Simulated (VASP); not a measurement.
# ZnSe (F-43m) in VASP: a series of runs

The runs below take ZnSe through single point, with PBE0, HSE06.

Everything below comes from runs of VASP 6.6.1. Logs are shortened: lines on timing, memory, paths and dates and some standing lists are left out, and cuts for length are marked.

### 1 The cell of the first run

Symmetry: F-43m, No. 216, cubic system. The conventional cell has a = 5.665 Å, b = 5.665 Å, c = 5.665 Å, α = 90.00°, β = 90.00°, γ = 90.00°. Within 3.2 Å of Zn (site symmetry -43m) lie 4 Se at 2.45 Å. Se (site symmetry -43m) has 4 Zn at 2.45 Å within 3.2 Å.

### 2 Single point, PBE0

POSCAR

```
ZnSe
1.0
    0.0000000000      2.8324206784      2.8324206784
    2.8324206784      0.0000000000      2.8324206784
    2.8324206784      2.8324206784      0.0000000000
Zn Se
1 1
Direct
    0.0000000000      0.0000000000      0.0000000000
    0.2500000000      0.2500000000      0.2500000000
```

INCAR.step1

```
SYSTEM = ZnSe
PREC = Accurate
ENCUT = 520
EDIFF = 1E-5
ISMEAR = 0
SIGMA = 0.01
LREAL = .FALSE.
LASPH = .TRUE.
NELM = 80
ALGO = Normal
ISIF = 2
LWAVE = .TRUE.
LCHARG = .FALSE.
NBANDS = 16
GGA = PE
```

INCAR.step2

```
SYSTEM = ZnSe
PREC = Accurate
ENCUT = 520
EDIFF = 1E-6
ISMEAR = 0
SIGMA = 0.01
LREAL = .FALSE.
LASPH = .TRUE.
NELM = 80
ALGO = Normal
ISIF = 2
LWAVE = .FALSE.
LCHARG = .FALSE.
GGA = PE
LHFCALC = .TRUE.
AEXX = 0.25
PRECFOCK = Normal
NBANDS = 16
ISTART = 1
```

KPOINTS

```
regular mesh
0
G
  6 6 6
  0 0 0
```

Potentials or basis: VASP PAW PBE potentials, release 64 (Zn, Se).

On the command line:

```bash
$ cat potpaw_PBE.64/Zn/POTCAR potpaw_PBE.64/Se/POTCAR > POTCAR
$ cp INCAR.step1 INCAR
$ mpirun -np 1 vasp_std > vasp.out
$ cp INCAR.step2 INCAR
$ mpirun -np 1 vasp_std > vasp.out
```

OUTCAR:

```text
SYSTEM = ZnSe
   PREC = Accurate
   ENCUT = 520
   EDIFF = 1E-6
   ISMEAR = 0
   LREAL = .FALSE.
   LASPH = .TRUE.
   NELM = 80
   ISIF = 2
   GGA = PE
   LHFCALC = .TRUE.
   AEXX = 0.25
   PRECFOCK = Normal
   ISTART = 1

 ion  position               nearest neighbor table
   1  0.000  0.000  0.000-   2 2.45   2 2.45   2 2.45   2 2.45
   2  0.250  0.250  0.250-   1 2.45   1 2.45   1 2.45   1 2.45

  LATTYP: Found a face centered cubic cell.
 ALAT       =     5.6648413568

  Lattice vectors:

 A1 = (   0.0000000000,   2.8324206784,   2.8324206784)
 A2 = (   2.8324206784,   0.0000000000,   2.8324206784)
 A3 = (   2.8324206784,   2.8324206784,   0.0000000000)

Analysis of symmetry for initial positions (statically):
=====================================================================
 Subroutine PRICEL returns:
 Original cell was already a primitive cell.

 Routine SETGRP: Setting up the symmetry group for a
 face centered cubic supercell.

 Subroutine GETGRP returns: Found 24 space group operations
 (whereof 24 operations were pure point group operations)
 out of a pool of 48 trial point group operations.

The static configuration has the point symmetry T_d .

Analysis of symmetry for dynamics (positions and initial velocities):
=====================================================================
 Subroutine PRICEL returns:
 Original cell was already a primitive cell.

 Routine SETGRP: Setting up the symmetry group for a
 face centered cubic supercell.

 Subroutine GETGRP returns: Found 24 space group operations
 (whereof 24 operations were pure point group operations)
 out of a pool of 48 trial point group operations.

The dynamic configuration has the point symmetry T_d .

 Subroutine INISYM returns: Found 24 space group operations
 (whereof 24 operations are pure point group operations),
 and found     1 'primitive' translations

----------------------------------------------------------------------------------------

                                     Primitive cell

  volume of cell :      45.4468

  direct lattice vectors                    reciprocal lattice vectors
     0.000000000  2.832420678  2.832420678    -0.176527450  0.176527450  0.176527450
     2.832420678  0.000000000  2.832420678     0.176527450 -0.176527450  0.176527450
     2.832420678  2.832420678  0.000000000     0.176527450  0.176527450 -0.176527450

  length of vectors
     4.005647738  4.005647738  4.005647738     0.305754513  0.305754513  0.305754513

  position of ions in fractional coordinates (direct lattice)
     0.000000000  0.000000000  0.000000000
     0.250000000  0.250000000  0.250000000

  ion indices of the primitive-cell ions
   primitive index   ion index
                 1           1
                 2           2

----------------------------------------------------------------------------------------

 KPOINTS: regular mesh

Automatic generation of k-mesh.
 Grid dimensions read from file:
 generate k-points for:    6    6    6

 Generating k-lattice:

  Cartesian coordinates                     Fractional coordinates (reciprocal lattice)
    -0.029421242  0.029421242  0.029421242     0.166666667  0.000000000  0.000000000
     0.029421242 -0.029421242  0.029421242     0.000000000  0.166666667  0.000000000
     0.029421242  0.029421242 -0.029421242     0.000000000  0.000000000  0.166666667

  Length of vectors
     0.050959085  0.050959085  0.050959085

  Shift w.r.t. Gamma in fractional coordinates (k-lattice)
     0.000000000  0.000000000  0.000000000

 Subroutine IBZKPT returns following result:
 ===========================================

 Found     16 irreducible k-points:

 Following reciprocal coordinates:
            Coordinates               Weight
  0.000000  0.000000  0.000000      1.000000
  0.166667  0.000000  0.000000      8.000000
  0.333333  0.000000  0.000000      8.000000
  0.500000  0.000000  0.000000      4.000000
  0.166667  0.166667  0.000000      6.000000
  0.333333  0.166667  0.000000     24.000000
[... 8 lines left out ...]
 -0.333333  0.333333  0.166667     24.000000
 -0.333333  0.500000  0.166667     12.000000
   k-points           NKPTS =     16   k-points in BZ     NKDIM =    216   number of bands    NBANDS=     16
   number of dos      NEDOS =    301   number of ions     NIONS =      2
   total plane-waves  NPLWV =  27000
   dimension x,y,z NGX =    30 NGY =   30 NGZ =   30
   dimension x,y,z NGXF=    60 NGYF=   60 NGZF=   60
   ions per type =               1   1
   NGX,Y,Z   is equivalent  to a cutoff of  12.45, 12.45, 12.45 a.u.
   NGXF,Y,Z  is equivalent  to a cutoff of  24.90, 24.90, 24.90 a.u.
 SYSTEM =  ZnSe
   PREC   = accura    normal or accurate (medium, high low for compatibility)
   ISTART =      1    job   : 0-new  1-cont  2-samecut
   ICHARG =      0    charge: 1-file 2-atom 10-const
   ISPIN  =      1    spin polarized calculation?
   LNONCOLLINEAR =      F non collinear calculations
   LSORBIT =      F    spin-orbit coupling
   LASPH  =      T    aspherical Exc in radial PAW
   ENCUT  =  520.0 eV  38.22 Ry    6.18 a.u.   7.45  7.45  7.45*2*pi/ulx,y,z
   NELM   =     80;   NELMIN=  2; NELMDL=  0     # of ELM steps
   EDIFF  = 0.1E-05   stopping-criterion for ELM
   LREAL  =      F    real-space projection
   EDIFFG = 0.1E-04   stopping-criterion for IOM
   NSW    =      0    number of steps for IOM
   IBRION =     -1    ionic relax: 0-MD 1-quasi-New 2-CG
   NFREE  =      0    steps in history (QN), initial steepest desc. (CG)
   ISIF   =      2    stress and relaxation
   ISYM   =      3    0-nonsym 1-usesym 2-fastsym
   POTIM  = 0.5000    time-step for ionic-motion
   TEBEG  =    0.0;   TEEND  =   0.0 temperature during run
   PSTRESS=    0.0 pullay stress
   NELECT =      18.0000    total number of electrons
   NUPDOWN=      -1.0000    fix difference up-down
   EMIN   =  10.00;   EMAX   =-10.00  energy-range for DOS
   EFERMI =   0.00;   METHOD = LEGACY
   ISMEAR =     0;   SIGMA  =   0.01  broadening in eV -4-tet -1-fermi 0-gaus
   EFERMI_NEDOS =   21; number of points for ismear=-14 and -15
   IALGO  =     38    algorithm
   IMIX   =      1    mixing-type and parameters
     AMIX     =   0.40;   BMIX     =  1.00
     AMIX_MAG =   1.60;   BMIX_MAG =  1.00
  volume/ion in A,a.u.               =      22.72       153.35
  Fermi-wavevector in a.u.,A,eV,Ry     =   1.202259  2.271939 19.666213  1.445426
  Thomas-Fermi vector in A             =   2.338045
   LORBIT       =      0    0 simple, 1 ext, 2 COOP (PROOUT), +10 PAW based schemes
   GGA     = PE    functional components
   LHFCALC =     T    Hartree Fock is set to
   PRECFOCK=normal    Normal, Fast or Accurate (Low or Medium for compatibility)
   ENCUT4O =  -1.0   cutoff for four orbital integrals eV
   NKREDX  =     1    reduce k-point grid by
   NKREDY  =     1    reduce k-point grid by
   NKREDZ  =     1    reduce k-point grid by
   AEXX    =    0.2500 exact exchange contribution
   HFSCREEN=    0.0000 screening length (either q_TF or 0.3 A-1)
   HFSCREENC=   0.0000 screening length for correlation (either q_TF or 0.3 A-1)
   ENCUTFOCK=  -1.0 apply spherical cutoff to Coloumb kernel
   IVDW    =     0    specifies the selected vdW correction
   LEPSILON=     F    determine dielectric tensor
   LRPA    =     F    only Hartree local field effects (RPA)
 non-spin polarized calculation
 Gauss-broadening in eV      SIGMA  =   0.01
  energy-cutoff  :      520.00
  volume of cell :       45.45
 maximum number of plane-waves:      1243
 NGX is ok and might be reduce to    30
  NGX = 24; NGY = 24; NGZ = 24

 number of electron      18.0000011 magnetization

 Free energy of the ion-electron system (eV)
  ---------------------------------------------------
  ext. energy  EPLUGINS =         0.00000000
  ---------------------------------------------------
  free energy    TOTEN  =        -7.97403602 eV

  energy without entropy =       -7.97403602  energy(sigma->0) =       -7.97403602

 E-fermi :   0.6735     XC(G=0):  -7.3641

 val. band max:        0.6162732140   @ k =   0.0000   0.0000   0.0000
 cond. band min:       3.6771171887   @ k =   0.0000   0.0000   0.0000
 fundamental gap:      3.0608439747
 Fermi energy:         0.6735025890

 k-point     1 :       0.0000    0.0000    0.0000
  band No.  band energies     occupation
      1     -13.8471      2.00000
      2      -7.6306      2.00000
      3      -7.6306      2.00000
      4      -7.6306      2.00000
      5      -7.2993      2.00000
      6      -7.2993      2.00000
[... 8 lines left out ...]
     15      14.0698      0.00000
     16      14.0698      0.00000

 k-point     2 :       0.1667    0.0000    0.0000
  band No.  band energies     occupation
      1     -13.6546      2.00000
      2      -7.6063      2.00000
      3      -7.6063      2.00000
      4      -7.5914      2.00000
      5      -7.3011      2.00000
      6      -7.3011      2.00000
[... 8 lines left out ...]
     15      12.9826      0.00000
     16      13.6427      0.00000

 k-point     3 :       0.3333    0.0000    0.0000
  band No.  band energies     occupation
      1     -13.2245      2.00000
      2      -7.5651      2.00000
      3      -7.5651      2.00000
      4      -7.3919      2.00000
      5      -7.2951      2.00000
      6      -7.2951      2.00000
[... 8 lines left out ...]
     15      13.6547      0.00000
     16      13.6547      0.00000

 k-point     4 :       0.5000    0.0000    0.0000
  band No.  band energies     occupation
      1     -12.9809      2.00000
      2      -7.5498      2.00000
      3      -7.5498      2.00000
      4      -7.2856      2.00000
      5      -7.2856      2.00000
      6      -7.1144      2.00000
[... 8 lines left out ...]
     15      15.8824      0.00000
     16      15.8824      0.00000

 k-point     5 :       0.1667    0.1667    0.0000
  band No.  band energies     occupation
      1     -13.5903      2.00000
      2      -7.6107      2.00000
      3      -7.5824      2.00000
      4      -7.5824      2.00000
      5      -7.3152      2.00000
      6      -7.2889      2.00000
[... 8 lines left out ...]
     15      14.4852      0.00000
     16      14.8041      0.00000

 k-point     6 :       0.3333    0.1667    0.0000
  band No.  band energies     occupation
      1     -13.2357      2.00000
      2      -7.5653      2.00000
      3      -7.5345      2.00000
      4      -7.4744      2.00000
      5      -7.3033      2.00000
      6      -7.2806      2.00000
[... 8 lines left out ...]
     15      14.8674      0.00000
     16      15.1879      0.00000
[... 115 lines left out ...]
 k-point    13 :       0.5000    0.5000    0.0000
  band No.  band energies     occupation
      1     -12.6901      2.00000
      2      -7.5139      2.00000
      3      -7.4082      2.00000
      4      -7.4082      2.00000
      5      -7.2573      2.00000
      6      -7.0697      2.00000
[... 8 lines left out ...]
     15      16.6899      0.00000
     16      17.1736      0.00000

 k-point    14 :       0.5000    0.3333    0.1667
  band No.  band energies     occupation
      1     -12.9282      2.00000
      2      -7.5172      2.00000
      3      -7.5033      2.00000
      4      -7.3852      2.00000
      5      -7.2842      2.00000
      6      -7.1854      2.00000
[... 8 lines left out ...]
     15      15.6735      0.00000
     16      17.1815      0.00000

 k-point    15 :      -0.3333    0.3333    0.1667
  band No.  band energies     occupation
      1     -12.7632      2.00000
      2      -7.5096      2.00000
      3      -7.4792      2.00000
      4      -7.3350      2.00000
      5      -7.2997      2.00000
      6      -7.0098      2.00000
[... 8 lines left out ...]
     15      15.7843      0.00000
     16      16.8914      0.00000

 k-point    16 :      -0.3333    0.5000    0.1667
  band No.  band energies     occupation
      1     -12.6867      2.00000
      2      -7.4984      2.00000
      3      -7.4469      2.00000
      4      -7.3664      2.00000
      5      -7.2851      2.00000
      6      -6.9842      2.00000
[... 8 lines left out ...]
     15      16.6322      0.00000
     16      16.9016      0.00000

------------------------ aborting loop because EDIFF is reached ----------------------------------------

  FORCE on cell =-STRESS in cart. coord.  units (eV):
  Direction    XX          YY          ZZ          XY          YZ          ZX
  --------------------------------------------------------------------------------------
  -------------------------------------------------------------------------------------
  Total        0.2904789      0.2904789      0.2904789      0.0000000      0.0000000     -0.0000000
  in kB       10.2405185     10.2405185     10.2405185      0.0000000      0.0000000     -0.0000000
  external PRESSURE =      10.2405185 kB  Pullay stress =       0.0000000 kB

 VOLUME and BASIS-vectors are now :
 -----------------------------------------------------------------------------
  energy-cutoff  :      520.00
  volume of cell :       45.45
      direct lattice vectors                 reciprocal lattice vectors
     0.000000000  2.832420678  2.832420678    -0.176527450  0.176527450  0.176527450
     2.832420678  0.000000000  2.832420678     0.176527450 -0.176527450  0.176527450
     2.832420678  2.832420678  0.000000000     0.176527450  0.176527450 -0.176527450

 POSITION                                       TOTAL-FORCE (eV/Angst)
 -----------------------------------------------------------------------------------
      0.00000      0.00000      0.00000        -0.000000     -0.000000     -0.000000
      1.41621      1.41621      1.41621         0.000000      0.000000      0.000000
 -----------------------------------------------------------------------------------
    total drift:                                0.000106      0.000085      0.000065

  FREE ENERGIE OF THE ION-ELECTRON SYSTEM (eV)
  ---------------------------------------------------
  free  energy   TOTEN  =        -7.9740360174 eV

  energy  without entropy=       -7.9740360174  energy(sigma->0) =       -7.97403602
```

It took 67 min on 1 thread of Intel Xeon 8259CL, shared host; peak memory 0.21 GiB.

Results:

* Free energy: -7.9740 eV
* Pressure: 1.0 GPa
* Band gap on the k mesh: 3.06 eV

Caveat: the PAW data sets were made with another functional, which shifts forces and pressure a little.

### 3 Single point, HSE06

POSCAR is that of step 2.

INCAR.step1

```
SYSTEM = ZnSe
PREC = Accurate
ENCUT = 520
EDIFF = 1E-5
ISMEAR = 0
SIGMA = 0.01
LREAL = .False.
LASPH = .True.
NELM = 100
ALGO = Normal
ISIF = 2
LWAVE = .True.
LCHARG = .False.
NBANDS = 16
GGA = PE
```

INCAR.step2

```
SYSTEM = ZnSe
PREC = Accurate
ENCUT = 520
EDIFF = 1E-6
ISMEAR = 0
SIGMA = 0.01
LREAL = .False.
LASPH = .True.
NELM = 100
ALGO = Normal
ISIF = 2
LWAVE = .False.
LCHARG = .False.
GGA = PE
LHFCALC = .True.
HFSCREEN = 0.2079
PRECFOCK = Normal
NBANDS = 16
ISTART = 1
```

KPOINTS

```
regular mesh
0
Gamma
  6 6 6
  0 0 0
```

Potentials or basis: VASP PAW PBE potentials, release 64 (Zn, Se).

On the command line:

```bash
$ cat potpaw_PBE.64/Zn/POTCAR potpaw_PBE.64/Se/POTCAR > POTCAR
$ cp INCAR.step1 INCAR
$ mpirun -np 1 vasp_std > vasp.out
$ cp INCAR.step2 INCAR
$ mpirun -np 1 vasp_std > vasp.out
```

OUTCAR:

```text
SYSTEM = ZnSe
   PREC = Accurate
   ENCUT = 520
   EDIFF = 1E-6
   ISMEAR = 0
   LREAL = .False.
   LASPH = .True.
   NELM = 100
   ISIF = 2
   GGA = PE
   LHFCALC = .True.
   HFSCREEN = 0.2079
   PRECFOCK = Normal
   ISTART = 1

 ion  position               nearest neighbor table
   1  0.000  0.000  0.000-   2 2.45   2 2.45   2 2.45   2 2.45
   2  0.250  0.250  0.250-   1 2.45   1 2.45   1 2.45   1 2.45

  LATTYP: Found a face centered cubic cell.
 ALAT       =     5.6648413568

[... 490 lines left out ...]

------------------------ aborting loop because EDIFF is reached ----------------------------------------

  FORCE on cell =-STRESS in cart. coord.  units (eV):
  Direction    XX          YY          ZZ          XY          YZ          ZX
  --------------------------------------------------------------------------------------
  -------------------------------------------------------------------------------------
  Total        0.3526000      0.3526000      0.3526000     -0.0000000      0.0000000      0.0000000
  in kB       12.4305306     12.4305306     12.4305306     -0.0000000      0.0000000      0.0000000
  external PRESSURE =      12.4305306 kB  Pullay stress =       0.0000000 kB

 VOLUME and BASIS-vectors are now :
 -----------------------------------------------------------------------------
  energy-cutoff  :      520.00
  volume of cell :       45.45
      direct lattice vectors                 reciprocal lattice vectors
     0.000000000  2.832420678  2.832420678    -0.176527450  0.176527450  0.176527450
     2.832420678  0.000000000  2.832420678     0.176527450 -0.176527450  0.176527450
     2.832420678  2.832420678  0.000000000     0.176527450  0.176527450 -0.176527450

 POSITION                                       TOTAL-FORCE (eV/Angst)
 -----------------------------------------------------------------------------------
      0.00000      0.00000      0.00000         0.000000      0.000000      0.000000
      1.41621      1.41621      1.41621        -0.000000     -0.000000     -0.000000
 -----------------------------------------------------------------------------------
    total drift:                                0.000111      0.000088      0.000068

  FREE ENERGIE OF THE ION-ELECTRON SYSTEM (eV)
  ---------------------------------------------------
  free  energy   TOTEN  =        -7.4251776241 eV

  energy  without entropy=       -7.4251776241  energy(sigma->0) =       -7.42517762
```

OUTCAR.step1:

```text
SYSTEM = ZnSe
   PREC = Accurate
   ENCUT = 520
   EDIFF = 1E-5
   ISMEAR = 0
   LREAL = .False.
   LASPH = .True.
[... 515 lines left out ...]
      0.00000      0.00000      0.00000        -0.000000     -0.000000     -0.000000
      1.41621      1.41621      1.41621         0.000000      0.000000      0.000000
 -----------------------------------------------------------------------------------
    total drift:                               -0.000001     -0.000001     -0.000001

  FREE ENERGIE OF THE ION-ELECTRON SYSTEM (eV)
  ---------------------------------------------------
  free  energy   TOTEN  =        -6.0139140164 eV

  energy  without entropy=       -6.0139140164  energy(sigma->0) =       -6.01391402
```

Run time: 23 min. Hardware: 1 thread of AMD EPYC 9R45 (Zen 5), shared host; peak memory 0.26 GiB.

Results:

| Item | Value |
| --- | --- |
| Free energy | -7.4252 eV |
| Pressure | 1.2 GPa |
| Band gap on the k mesh | 2.41 eV |

Caveat: the PAW data sets were made with another functional, which shifts forces and pressure a little.
